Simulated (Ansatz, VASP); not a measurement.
## One calculation of Zr, two programs

Contents of INCAR:

```
AGGAC = 1.0 ; AGGAX = 1.0
ALDAC = 0.0 ; ALDAX = 1.0
ALGO = Normal ; EDIFF = 1E-7
EDIFFG = -0.01 ; ENCUT = 600
GGA = B5 ; IBRION = 2
ISIF = 3 ; ISMEAR = -1
LASPH = True ; LCHARG = False
LREAL = False ; LWAVE = False
NELM = 80 ; NSW = 80
PREC = Accurate ; SIGMA = 0.1
```

The input KPOINTS:

```
k-points
0
Gamma
  12 12 12
```

The input POSCAR:

```
Zr
1.0
    0.0000000000      2.2663258114      2.2663258114
    2.2663258114      0.0000000000      2.2663258114
    2.2663258114      2.2663258114      0.0000000000
Zr
1
Direct
    0.0000000000      0.0000000000      0.0000000000
```

Input for Ansatz:

```yaml
crystal:
  lattice:
    - [0.0, 2.2663258114, 2.2663258114]
    - [2.2663258114, 0.0, 2.2663258114]
    - [2.2663258114, 2.2663258114, 0.0]
  atoms:
    - { symbol: Zr, position: [0.0, 0.0, 0.0] }
hamiltonian:
  xc: blyp
  pseudopotentials:
    kind: paw
    azcp:
      Zr: "pseudopotentials/Zr.paw.azcp"
basis:
  ecutwfc: 420
  fft_grid_basis: typed
kpoints:
  mp_grid: { grid: [12, 12, 12], shift: [0, 0, 0] }
magnetization:
  spin_polarized: false
scf:
  occupations: { method: fermi_dirac, width: 0.1 }
relax:
  max_steps: 60
  f_tol: 0.01
  cell: {}
```

Alike in both runs: task relaxation of cell and atoms; functional BLYP; k mesh 12 × 12 × 12; occupations fermi-dirac, width 0.1 eV; no spin polarisation.

```csv
,VASP,Ansatz
version,VASP 6.6.1,Ansatz 0.2.0
potentials or method,"VASP PAW PBE potentials, release 64 (Zr_sv), cutoff 600 eV","plane waves (420 eV) with PAW, scalar-relativistic"
valence electrons in the cell,12,12
```

|  | VASP | Ansatz | Ansatz less VASP |
| --- | --- | --- | --- |
| relaxed volume (Å³/atom) | 24.06 | 24.02 | -0.040 |
| relaxed cell length with the largest relative difference (Å) | 3.240 | 3.239 | -0.0018 |

VASP's potentials were made for PBE, not for BLYP.
